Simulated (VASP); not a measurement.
Here is a VASP 6.6.1 calculation.

INCAR

```
SYSTEM = TePb
PREC = Accurate
ENCUT = 520
EDIFF = 1E-7
ISMEAR = -1
SIGMA = 0.05
LREAL = .False.
LASPH = .True.
NELM = 80
ALGO = Normal
ISIF = 2
LWAVE = .False.
LCHARG = .False.
GGA = CA
NBANDS = 17
```

File KPOINTS:

```
Automatic mesh
0
Gamma
  7 7 7
  0 0 0
```

POSCAR

```
TePb
1.0
    0.0000000000      3.1873324849      3.1873324849
    3.1873324849      0.0000000000      3.1873324849
    3.1873324849      3.1873324849      0.0000000000
Pb Te
1 1
Direct
    0.0000000000      0.0000000000      0.0000000000
    0.5000000000      0.5000000000      0.5000000000
```

Potentials or basis: VASP PAW LDA potentials, release 64 (Pb_d, Te).

Launch:

```sh
$ cat potpaw_LDA.64/Pb_d/POTCAR potpaw_LDA.64/Te/POTCAR > POTCAR
$ mpirun -np 1 vasp_std > vasp.out
```

Question: Predict the pressure.

Answer: 0.2 GPa.
